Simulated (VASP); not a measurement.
Wanted: the native input for a VASP 6.6.1 run.

- Task: single point
- Functional: PBEsol
- Potentials or basis: VASP PAW PBE potentials, release 64 (Te, As)
- Cutoff: 520 eV
- k mesh: 8 × 8 × 8
- Occupations: gaussian, width 0.1 eV
- Spin: no spin polarisation
- Dipole correction: no
- Further INCAR settings: ALGO = Normal; EDIFF = 1e-06; NBANDS = 25

The structure of TeAs2 lies in POSCAR:

```
TeAs2
1.0
   -3.5564540000      3.5564540000      2.9405160000
    3.5564540000     -3.5564540000      2.9405160000
    3.5564540000      3.5564540000     -2.9405160000
Te As
2 4
Direct
    0.7500000000      0.2500000000      0.5000000000
    0.0000000000      0.0000000000      0.0000000000
    0.3750000000      0.6250000000      0.2500000000
    0.3750000000      0.1250000000      0.7500000000
    0.3750000000      0.6250000000      0.7500000000
    0.8750000000      0.6250000000      0.2500000000
```

These files were run (other wordings do the same):

INCAR

```
SYSTEM = TeAs2
PREC = Accurate ; ENCUT = 520
EDIFF = 1E-6 ; ISMEAR = 0
SIGMA = 0.1 ; LREAL = .FALSE.
LASPH = .TRUE. ; NELM = 60
ALGO = Normal ; ISIF = 2
LWAVE = .FALSE. ; LCHARG = .FALSE.
GGA = PS ; NBANDS = 25
```

KPOINTS

```
regular mesh
0
G
  8 8 8
  0 0 0
```

Potentials or basis: VASP PAW PBE potentials, release 64 (Te, As).

Command:

```console
$ cat potpaw_PBE.64/Te/POTCAR potpaw_PBE.64/As/POTCAR > POTCAR
$ mpirun -np 1 vasp_std > vasp.out
```

Results of the run:

- Pressure: -3.7 GPa
- Band gap on the k mesh: zero (bands 16 and 17 overlap by 0.55 eV)

Caveat: the cell stands under tension; the PAW data sets were made with another functional, which shifts forces and pressure a little; spin-orbit coupling is left out, which moves the levels of the heavy elements.

Run time: 5.9 min on 1 thread of Intel Xeon 8259CL, on a shared host, peak memory 0.43 GiB.
